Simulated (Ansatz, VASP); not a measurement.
Two plane-wave programs on GaAs

Contents of POSCAR:

```
GaAs
1.0
    0.0000000000      2.8640496607      2.8640496607
    2.8640496607      0.0000000000      2.8640496607
    2.8640496607      2.8640496607      0.0000000000
As Ga
1 1
Direct
    0.7500000000      0.7500000000      0.7500000000
    0.0000000000      0.0000000000      0.0000000000
```

The input INCAR.step1:

```
SYSTEM = GaAs
ALGO = Normal ; EDIFF = 1E-4
ENCUT = 520 ; GGA = PE
GGA_COMPAT = .False. ; ISMEAR = -1
LASPH = .True. ; LCHARG = .False.
LREAL = .False. ; LSORBIT = .True.
LWAVE = .True. ; MAGMOM = 0 0 0 0 0 0
NBANDS = 30 ; NELM = 150
PREC = Accurate ; SIGMA = 0.05
```

Contents of INCAR.step2:

```
SYSTEM = GaAs
ALGO = Normal ; EDIFF = 1E-6
ENCUT = 520 ; GGA_COMPAT = .False.
ISIF = 2 ; ISMEAR = -1
ISTART = 1 ; LASPH = .True.
LCHARG = .False. ; LMIXTAU = .True.
LORBIT = 11 ; LORBMOM = .True.
LREAL = .False. ; LSORBIT = .True.
LWAVE = .False. ; MAGMOM = 0 0 0 0 0 0
METAGGA = R2SCAN ; NBANDS = 30
NELM = 150 ; PREC = Accurate
SIGMA = 0.05
```

File KPOINTS:

```
k-points
0
Gamma
  8 8 8
  0 0 0
```

input.yaml

```yaml
crystal:
  lattice:
    - [0.0, 2.8640496607, 2.8640496607]
    - [2.8640496607, 0.0, 2.8640496607]
    - [2.8640496607, 2.8640496607, 0.0]
  atoms:
    - { symbol: As, position: [0.75, 0.75, 0.75] }
    - { symbol: Ga, position: [0.0, 0.0, 0.0] }
hamiltonian:
  xc: r2scan
  pseudopotentials: { kind: paw_fr }
magnetization:
  noncollinear: true
  spin_orbit: true
kpoints:
  mp_grid: { grid: [8, 8, 8] }
scf:
  occupations: { method: fermi_dirac, width: 0.05 }
output:
  forces: true
  stress: true
  eigenvalues: true
  write_density: true
  write_potential: true
  elf: true
  volumetric_format: npy
```

Alike in both runs: task single point; functional r2SCAN; k mesh 8 × 8 × 8; occupations fermi-dirac, width 0.05 eV; non-collinear spin, spin-orbit coupling.

|  | VASP | Ansatz |
| --- | --- | --- |
| version | VASP 6.6.1 | Ansatz 0.2.0 |
| potentials or method | VASP PAW PBE potentials, release 64 (As, Ga_d) | Ansatz PAW |
| plane-wave cutoff (eV) | 520 | 500 |
| valence electrons in the cell | 18 | 28 |

VASP gave:

* pressure (GPa): -2.1

**Question.** Which values does Ansatz return?

**Answer.** Pressure (GPa): -2.2.

VASP's potentials were made for PBE, not for r2SCAN. VASP's potentials hold 18 valence electrons a cell and Ansatz's 28, so a difference there can come from the potentials and not from the codes.
